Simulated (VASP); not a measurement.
# CuI (P4/nmm) in VASP: further runs

CuI is run at these levels: PBEsol, PBE; tasks: relaxation of cell and atoms, single point.

Everything below comes from runs of VASP 6.6.1. Logs are shortened: lines on timing, memory, paths and dates and some standing lists are left out, and cuts for length are marked.

## Step 1: The cell of the first run

The structure is tetragonal, space group P4/nmm (No. 129). The conventional cell has a = 4.090 Å, b = 4.090 Å, c = 6.551 Å, α = 90.00°, β = 90.00°, γ = 90.00°. Within 3.5 Å of I (site symmetry 4mm) lie 4 Cu at 2.65 Å. Cu (site symmetry -4m2) has 4 I at 2.65 Å and 4 Cu at 2.89 Å within 3.5 Å.

## Step 2: Relaxation of cell and atoms, PBEsol, target pressure 30 GPa, at which the enthalpy is minimised

INCAR reads:

```
SYSTEM = CuI
PREC     = Accurate       ! precision mode
ENCUT    = 600            ! plane-wave cutoff, eV
EDIFF    = 1E-6           ! SCF threshold, eV
ISMEAR   = -1             ! smearing method
SIGMA    = 0.05           ! smearing width, eV
LREAL    = .False.        ! projectors in reciprocal space
LASPH    = .True.         ! aspherical terms in the spheres
NELM     = 60             ! most SCF steps
ALGO     = Normal         ! electronic algorithm
ISIF     = 3              ! what is computed and relaxed
LWAVE    = .False.        ! write WAVECAR
LCHARG   = .False.        ! write CHGCAR
GGA      = PS             ! functional
IBRION   = 2              ! ionic algorithm
NSW      = 80             ! ionic steps
EDIFFG   = -0.005         ! ionic threshold
PSTRESS  = 300.0
```

KPOINTS reads:

```
Automatic mesh
0
Gamma
  7 7 4
  0 0 0
```

POSCAR reads:

```
CuI
1.0
    4.0901961900      0.0000000000      0.0000000000
    0.0000000000      4.0901961900      0.0000000000
    0.0000000000      0.0000000000      6.5514580400
I Cu
2 2
Direct
    0.0000000000      0.5000000000      0.7430343600
    0.5000000000      0.0000000000      0.2569656400
    0.0000000000      0.0000000000      0.0000000000
    0.5000000000      0.5000000000      0.0000000000
```

Potentials or basis: VASP PAW PBE potentials, release 64 (I, Cu).

Started as:

```
cat potpaw_PBE.64/I/POTCAR potpaw_PBE.64/Cu/POTCAR > POTCAR
mpirun -np 1 vasp_std > vasp.out
```

OUTCAR:

```text
SYSTEM = CuI
   PREC = Accurate
   ENCUT = 600
   EDIFF = 1E-6
   ISMEAR = -1
   LREAL = .False.
   LASPH = .True.
   NELM = 60
   ISIF = 3
   GGA = PS
   IBRION = 2
   NSW = 80
   EDIFFG = -0.005
   PSTRESS = 300.0

 ion  position               nearest neighbor table
   1  0.000  0.500  0.743-   3 2.65   4 2.65   3 2.65   4 2.65
   2  0.500  0.000  0.257-   3 2.65   4 2.65   4 2.65   3 2.65
   3  0.000  0.000  0.000-   1 2.65   2 2.65   1 2.65   2 2.65
   4  0.500  0.500  0.000-   1 2.65   2 2.65   2 2.65   1 2.65

  LATTYP: Found a simple tetragonal cell.
 ALAT       =     4.0901961900
 C/A-ratio  =     1.6017466487

  Lattice vectors:

 A1 = (   4.0901961900,   0.0000000000,   0.0000000000)
 A2 = (   0.0000000000,   4.0901961900,   0.0000000000)
 A3 = (   0.0000000000,   0.0000000000,   6.5514580400)

Analysis of symmetry for initial positions (statically):
=====================================================================
 Subroutine PRICEL returns:
 Original cell was already a primitive cell.

 Routine SETGRP: Setting up the symmetry group for a
 simple tetragonal supercell.

 Subroutine GETGRP returns: Found 16 space group operations
 (whereof  8 operations were pure point group operations)
 out of a pool of 16 trial point group operations.

The static configuration has the point symmetry D_2d.
 The point group associated with its full space group is D_4h.

Analysis of symmetry for dynamics (positions and initial velocities):
=====================================================================
 Subroutine PRICEL returns:
 Original cell was already a primitive cell.

 Routine SETGRP: Setting up the symmetry group for a
 simple tetragonal supercell.

 Subroutine GETGRP returns: Found 16 space group operations
 (whereof  8 operations were pure point group operations)
 out of a pool of 16 trial point group operations.

The dynamic configuration has the point symmetry D_2d.
 The point group associated with its full space group is D_4h.

 Subroutine INISYM returns: Found 16 space group operations
 (whereof  8 operations are pure point group operations),
 and found     1 'primitive' translations

----------------------------------------------------------------------------------------

                                     Primitive cell

  volume of cell :     109.6040

  direct lattice vectors                    reciprocal lattice vectors
     4.090196190  0.000000000  0.000000000     0.244487050  0.000000000  0.000000000
     0.000000000  4.090196190  0.000000000     0.000000000  0.244487050  0.000000000
     0.000000000  0.000000000  6.551458040     0.000000000  0.000000000  0.152637778
[... 70 lines left out ...]
   k-points           NKPTS =     30   k-points in BZ     NKDIM =     30   number of bands    NBANDS=     22
   number of dos      NEDOS =    301   number of ions     NIONS =      4
   total plane-waves  NPLWV =  69984
   dimension x,y,z NGX =    36 NGY =   36 NGZ =   54
   dimension x,y,z NGXF=    72 NGYF=   72 NGZF=  108
   ions per type =               2   2
   NGX,Y,Z   is equivalent  to a cutoff of  14.63, 14.63, 13.70 a.u.
   NGXF,Y,Z  is equivalent  to a cutoff of  29.26, 29.26, 27.41 a.u.
 SYSTEM =  CuI
   PREC   = accura    normal or accurate (medium, high low for compatibility)
   ISTART =      0    job   : 0-new  1-cont  2-samecut
   ICHARG =      2    charge: 1-file 2-atom 10-const
   ISPIN  =      1    spin polarized calculation?
   LNONCOLLINEAR =      F non collinear calculations
   LSORBIT =      F    spin-orbit coupling
   LASPH  =      T    aspherical Exc in radial PAW
   ENCUT  =  600.0 eV  44.10 Ry    6.64 a.u.   8.17  8.17 13.08*2*pi/ulx,y,z
   NELM   =     60;   NELMIN=  2; NELMDL= -5     # of ELM steps
   EDIFF  = 0.1E-05   stopping-criterion for ELM
   LREAL  =      F    real-space projection
   EDIFFG = -.5E-02   stopping-criterion for IOM
   NSW    =     80    number of steps for IOM
   IBRION =      2    ionic relax: 0-MD 1-quasi-New 2-CG
   NFREE  =      1    steps in history (QN), initial steepest desc. (CG)
   ISIF   =      3    stress and relaxation
   ISYM   =      2    0-nonsym 1-usesym 2-fastsym
   POTIM  = 0.5000    time-step for ionic-motion
   TEBEG  =    0.0;   TEEND  =   0.0 temperature during run
   PSTRESS=  300.0 pullay stress
   NELECT =      36.0000    total number of electrons
   NUPDOWN=      -1.0000    fix difference up-down
   EMIN   =  10.00;   EMAX   =-10.00  energy-range for DOS
   EFERMI =   0.00;   METHOD = LEGACY
   ISMEAR =    -1;   SIGMA  =   0.05  broadening in eV -4-tet -1-fermi 0-gaus
   EFERMI_NEDOS =   21; number of points for ismear=-14 and -15
   IALGO  =     38    algorithm
   IMIX   =      4    mixing-type and parameters
     AMIX     =   0.40;   BMIX     =  1.00
     AMIX_MAG =   1.60;   BMIX_MAG =  1.00
  volume/ion in A,a.u.               =      27.40       184.91
  Fermi-wavevector in a.u.,A,eV,Ry     =   1.129536  2.134514 17.359028  1.275853
  Thomas-Fermi vector in A             =   2.266230
   LORBIT       =      0    0 simple, 1 ext, 2 COOP (PROOUT), +10 PAW based schemes
   GGA     = PS    functional components
   LHFCALC =     F    Hartree Fock is set to
   AEXX    =    0.0000 exact exchange contribution
   IVDW    =     0    specifies the selected vdW correction
   LEPSILON=     F    determine dielectric tensor
   LRPA    =     F    only Hartree local field effects (RPA)
 conjugate gradient relaxation of ions
 non-spin polarized calculation
  energy-cutoff  :      600.00
  volume of cell :      109.60
 maximum number of plane-waves:      3680
 NGX is ok and might be reduce to    36
   NGX = 17   NGY = 17   NGZ = 27

--------------------------------------- Ionic step        1  -------------------------------------------

 number of electron      35.9999985 magnetization

 Free energy of the ion-electron system (eV)
  ---------------------------------------------------
  ext. energy  EPLUGINS =         0.00000000
  ---------------------------------------------------
  free energy    TOTEN  =       -12.62508795 eV

  energy without entropy =      -12.62508794  energy(sigma->0) =      -12.62508795

 E-fermi :   5.0814     XC(G=0):  -9.1620

 val. band max:        4.2885299398   @ k =   0.0000   0.0000   0.0000
 cond. band min:       5.7902561149   @ k =   0.0000   0.0000   0.0000
 fundamental gap:      1.5017261750
 Fermi energy:         5.0813672378
[... 1323 lines left out ...]
     21      13.0669      0.00000
     22      13.4496      0.00000

 [... further k-points ...]

[... ionic steps 4 to 32 ...]

--------------------------------------- Ionic step       33  -------------------------------------------

 number of electron      35.9999992 magnetization

------------------------ aborting loop because EDIFF is reached ----------------------------------------
[... 75 lines left out ...]
--------------------------------------- Ionic step       35  -------------------------------------------

 number of electron      35.9999992 magnetization

 Free energy of the ion-electron system (eV)
  ---------------------------------------------------
  ext. energy  EPLUGINS =         0.00000000
  ---------------------------------------------------
  free energy    TOTEN  =       -10.74517769 eV

  energy without entropy =      -10.74517048  energy(sigma->0) =      -10.74517408

 E-fermi :  11.3255     XC(G=0): -11.6418

 val. band max:       10.9251996349   @ k =   0.0000   0.0000   0.0000
 cond. band min:      11.7552377718   @ k =   0.4286   0.4286   0.0000
 fundamental gap:      0.8300381370
 Fermi energy:        11.3255013867
[... 635 lines left out ...]
  energy  without entropy=      -10.7451704779  energy(sigma->0) =      -10.74517408

  enthalpy is  TOTEN    =         2.2533256330 eV   P V=       12.9985033233

 reached required accuracy - stopping structural energy minimisation
```

OSZICAR:

```text
N       E                     dE             d eps       ncg     rms          rms(c)
DAV:   1     0.287285159854E+03    0.28729E+03   -0.16604E+04  1320   0.197E+03
DAV:   2     0.175383653247E+02   -0.26975E+03   -0.26271E+03  1320   0.373E+02
DAV:   3    -0.119109498189E+02   -0.29449E+02   -0.28925E+02  1888   0.147E+02
DAV:   4    -0.133456966002E+02   -0.14347E+01   -0.14304E+01  1738   0.298E+01
[... 346 lines left out ...]
DAV:   1    -0.107451893554E+02    0.12249E-02   -0.54624E-04  1798   0.247E-01    0.289E-02
DAV:   2    -0.107451821588E+02    0.71966E-05   -0.63760E-05  1810   0.213E-01    0.137E-02
DAV:   3    -0.107451789099E+02    0.32489E-05   -0.18400E-05  1656   0.133E-01    0.113E-02
DAV:   4    -0.107451777600E+02    0.11499E-05   -0.15477E-06   712   0.289E-02    0.444E-03
DAV:   5    -0.107451776903E+02    0.69648E-07   -0.97610E-07   698   0.127E-02
  35 F= 0.22533256E+01 E0= 0.22533292E+01  d E =-.487846E-05
```

Wall time 36 min (1 thread of Intel Xeon Platinum 8375C at 2.90GHz (Ice Lake), shared host); peak memory 0.33 GiB.

Results:

- Free energy: -10.7452 eV
- Relaxed volume: 17.35 Å³/atom
- Relaxed cell: a = 3.620 Å, b = 3.620 Å, c = 5.299 Å, α = 90.00°, β = 90.00°, γ = 90.00°
- Space group after relaxing (to 0.1 Å): P4/nmm (No. 129)
- Energy change on relaxing (the run minimises the enthalpy): +470.0 meV/atom
- Ionic steps: 35
- Pressure after relaxing: 30.0 GPa
- Band gap on the k mesh: 0.83 eV (least direct gap 1.56 eV)

The path:
| step | energy change (eV) | largest force (eV/Å) | pressure (GPa) | volume (Å³) |
| --- | --- | --- | --- | --- |
| 1 | 0.0000 | 0.2144 | -1.53 | 109.60 |
| 2 | 31.2708 | 36.3768 | 371.51 | 44.39 |
| 3 | 1.1078 | 3.4106 | 20.73 | 84.04 |
| 4 | 1.4347 | 3.9868 | 24.91 | 81.76 |
| 5 | 1.8461 | 4.6609 | 29.57 | 79.38 |
| 6 | 1.7326 | 2.4825 | 30.68 | 72.49 |
| 7 | 2.6769 | 0.5877 | 38.13 | 66.08 |
| 8 | 2.1682 | 0.7273 | 34.39 | 68.38 |
| 9 | 2.2380 | 0.5230 | 34.85 | 67.99 |
| 10 | 1.3320 | 0.6091 | 20.62 | 73.19 |
| 11 | 1.8492 | 0.0566 | 28.65 | 69.87 |
| 12 | 1.8772 | 0.0912 | 29.51 | 69.72 |
| 13 | 1.8656 | 0.0767 | 29.40 | 69.78 |
| 14 | 1.8574 | 0.0663 | 29.27 | 69.83 |
| 15 | 1.8606 | 0.0705 | 29.62 | 69.69 |
| 16 | 1.8985 | 0.0914 | 30.34 | 69.35 |
| 17 | 2.0892 | 0.1810 | 32.70 | 68.41 |
| 18 | 1.9583 | 0.1372 | 31.37 | 69.01 |
| 19 | 1.5978 | 0.3993 | 25.14 | 71.10 |
| 20 | 1.8774 | 0.0228 | 30.03 | 69.43 |
| 21 | 1.8796 | 0.0256 | 29.95 | 69.42 |
| 22 | 1.9185 | 0.0823 | 30.64 | 69.22 |
| 23 | 1.8847 | 0.0333 | 30.09 | 69.39 |
| 24 | 1.8832 | 0.0315 | 30.11 | 69.40 |
| 25 | 1.8814 | 0.0288 | 30.09 | 69.41 |
| 26 | 1.8826 | 0.0001 | 30.02 | 69.41 |
| 27 | 1.8832 | 0.0131 | 30.00 | 69.40 |
| 28 | 1.8833 | 0.0157 | 30.02 | 69.40 |
| 29 | 1.8783 | 0.0052 | 29.84 | 69.43 |
| 30 | 1.8797 | 0.0084 | 29.99 | 69.42 |
| 31 | 1.8790 | 0.0063 | 29.99 | 69.42 |
| 32 | 1.8786 | 0.0058 | 29.77 | 69.43 |
| 33 | 1.8788 | 0.0066 | 29.99 | 69.43 |
| 34 | 1.8787 | 0.0059 | 29.89 | 69.43 |
| 35 | 1.8799 | 0.0005 | 29.98 | 69.42 |

Final structure:
```
CELL_PARAMETERS angstrom
3.61953 0.00000 0.00000
0.00000 3.61953 0.00000
0.00000 0.00000 5.29881
ATOMIC_POSITIONS crystal
I 0.00000 0.50000 0.68005
I 0.50000 0.00000 0.31995
Cu 0.00000 0.00000 0.00000
Cu 0.50000 0.50000 0.00000
```

Caveat: the cell is relaxed towards a set pressure, so the run minimises the enthalpy, not the energy; the volume moved by over 15 % at a fixed basis, so the end points are rough; the PAW data sets were made with another functional, which shifts forces and pressure a little; spin-orbit coupling is left out, which moves the levels of the heavy elements; an odd mesh through Γ misses points on the zone boundary, where band edges can lie.

## Step 3: Single point, PBE

This run uses another cell than the first one, of 28.50 Å³/atom.

INCAR reads:

```
SYSTEM = CuI
ALGO = Normal ; EDIFF = 1E-6
ENCUT = 520 ; GGA = PE
ISIF = 2 ; ISMEAR = -1
LASPH = .True. ; LCHARG = .False.
LREAL = .False. ; LWAVE = .False.
NBANDS = 26 ; NELM = 100
PREC = Accurate ; SIGMA = 0.05
```

KPOINTS reads:

```
k-points
0
Gamma
  7 7 4
  0 0 0
```

POSCAR reads:

```
CuI
1.0
    4.1440207334      0.0000000000      0.0000000000
    0.0000000000      4.1440207334      0.0000000000
    0.0000000000      0.0000000000      6.6376713220
I Cu
2 2
Direct
    0.0000000000      0.5000000000      0.7430343600
    0.5000000000      0.0000000000      0.2569656400
    0.0000000000      0.0000000000      0.0000000000
    0.5000000000      0.5000000000      0.0000000000
```

Potentials or basis: VASP PAW PBE potentials, release 64 (I, Cu).

Started as:

```
cat potpaw_PBE.64/I/POTCAR potpaw_PBE.64/Cu/POTCAR > POTCAR
mpirun -np 1 vasp_std > vasp.out
```

Run time: 66 s. Hardware: 1 thread of Intel Xeon Platinum 8259CL at 2.50GHz (Skylake/Cascade Lake), shared host; peak memory 0.27 GiB.

Results (log left out):

- Free energy: -11.0976 eV
- Pressure: -0.3 GPa
- Largest force: 0.166 eV/Å
- Band gap on the k mesh: 1.55 eV

Forces in eV/Å, atoms in the order of the input:
```
I    0.000  0.000  0.166
I    0.000  0.000 -0.166
Cu   0.000  0.000  0.000
Cu   0.000  0.000  0.000
```

Stress tensor (GPa, compression positive):
```
-0.31  0.00  0.00
 0.00 -0.31  0.00
 0.00  0.00 -0.16
```

Levels at points of the mesh, in eV from the valence-band top:
| k point | band 15 | band 16 | band 17 | band 18 | band 19 | band 20 | band 21 | band 22 |
| --- | --- | --- | --- | --- | --- | --- | --- | --- |
| (0.00, 0.00, 0.00) | -1.03 | -0.72 | 0.00 | 0.00 | 1.55 | 3.05 | 3.42 | 4.99 |
| (0.00, 0.00, 0.50) | -1.16 | -1.03 | -0.25 | -0.25 | 3.13 | 3.21 | 3.52 | 4.52 |

Caveat: spin-orbit coupling is left out, which moves the levels of the heavy elements; this functional lacks dispersion, which binds the layers, so the pressure and a relaxed spacing across them are unreliable.
